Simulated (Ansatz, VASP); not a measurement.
# One calculation of Co, two programs

The input POSCAR:

```
Co
1.0
    0.0000000000      2.2498725961      2.2498725961
    2.2498725961      0.0000000000      2.2498725961
    2.2498725961      2.2498725961      0.0000000000
Co
2
Direct
    0.0000000000      0.0000000000      0.0000000000
    0.5000000000      0.5000000000      0.5000000000
```

INCAR.step1

```
SYSTEM = Co
ALGO = Normal
EDIFF = 1E-5
ENCUT = 520
GGA = PE
ISIF = 2
ISMEAR = -1
ISPIN = 2
KPAR = 4
LASPH = .True.
LMAXMIX = 4
LORBIT = 11
LREAL = .False.
LWAVE = .True.
MAGMOM = 2.018 2.018
NBANDS = 20
NELM = 150
PREC = Accurate
SIGMA = 0.1
```

INCAR.step2

```
SYSTEM = Co
AEXX = 0.25
ALGO = Normal
EDIFF = 1E-7
ENCUT = 520
ISIF = 2
ISMEAR = -1
ISPIN = 2
ISTART = 1
KPAR = 4
LASPH = .True.
LCHARG = .True.
LHFCALC = .True.
LMAXMIX = 4
LMIXTAU = .True.
LORBIT = 11
LREAL = .False.
LVHAR = .True.
LWAVE = .False.
MAGMOM = 2.018 2.018
METAGGA = R2SCAN
NBANDS = 20
NELM = 150
PREC = Accurate
PRECFOCK = Normal
SIGMA = 0.1
```

The input KPOINTS:

```
k-points
0
Gamma
  6 6 6
  0 0 0
```

Input for Ansatz:

```yaml
crystal:
  lattice:
    - [0.0, 2.2498725961, 2.2498725961]
    - [2.2498725961, 0.0, 2.2498725961]
    - [2.2498725961, 2.2498725961, 0.0]
  atoms:
    - { symbol: Co, position: [0.0, 0.0, 0.0], spin: 2.018 }
    - { symbol: Co, position: [0.5, 0.5, 0.5], spin: 2.018 }
hamiltonian:
  xc: r2scan0
  pseudopotentials:
    kind: paw
    azcp:
      Co: "pseudopotentials/Co.paw.azcp"
basis:
  ecutwfc: 500
  fft_grid_basis: typed
kpoints:
  mp_grid: { grid: [6, 6, 6], shift: [0, 0, 0] }
magnetization:
  spin_polarized: true
scf:
  occupations: { method: fermi_dirac, width: 0.1 }
output:
  write_density: true
  write_potential: true
  elf: true
  volumetric_format: npy
```

Alike in both runs: task single point; functional r2SCAN0; k mesh 6 × 6 × 6; occupations fermi-dirac, width 0.1 eV; collinear spin.

```csv
,VASP,Ansatz
version,VASP 6.6.1,Ansatz 0.2.0
potentials or method,"VASP PAW PBE potentials, release 64 (Co), cutoff 520 eV","plane waves (500 eV) with PAW, scalar-relativistic"
valence electrons in the cell,18,34
```

VASP gave:

* net moment per atom (μB): 2.24
* size of the moment on the site where the two differ most (μB): 2.27

**Question.** What did Ansatz give for the same quantities?

**Answer.** net moment per atom (μB): 2.24; size of the moment on the site where the two differ most (μB): 2.26.

VASP's potentials were made for PBE, not for r2SCAN0. Site moments also hang on the region over which each program counts them. VASP's potentials hold 18 valence electrons a cell and Ansatz's 34, so a difference there can come from the potentials and not from the codes. Ansatz's warnings: filled band counts differ across k points, stability check not made.

The k mesh is coarse, so the values compare programs but aren't converged.
